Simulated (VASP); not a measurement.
A run of VASP 6.6.1:

File INCAR:

```
  PREC = Accurate
  ENCUT = 520
  EDIFF = 1E-6
  ISMEAR = -1
  SIGMA = 0.05
  LREAL = F
  LASPH = T
  NELM = 100
  ALGO = Normal
  ISIF = 2
  LWAVE = F
  LCHARG = T
  GGA = PE
  LELF = T
  LVHAR = T
  NBANDS = 32
```

The input KPOINTS:

```
Automatic mesh
0
Gamma
  14 14 8
```

The input POSCAR:

```
Lu
1.0
    2.7168551433      0.0000000000      0.0000000000
   -1.3584275717      2.3528655725      0.0000000000
    0.0000000000      0.0000000000      4.5522873736
Lu
2
Direct
    0.3333333333      0.6666666667      0.2500000000
    0.6666666667      0.3333333333      0.7500000000
```

Potentials or basis: VASP PAW PBE potentials, release 64 (Lu).

Command:

```sh
$ cat potpaw_PBE.64/Lu/POTCAR > POTCAR
$ mpirun -np 1 vasp_std > vasp.out
```

Hardware: 1 thread of Intel Xeon 8259CL, on a shared host.

Question: How long does it take, and how much memory?

Answer: Run time: 2 min on 1 thread of Intel Xeon 8259CL (shared host), peak memory 0.22 GiB. Counts: scf iterations 14, k points 120.
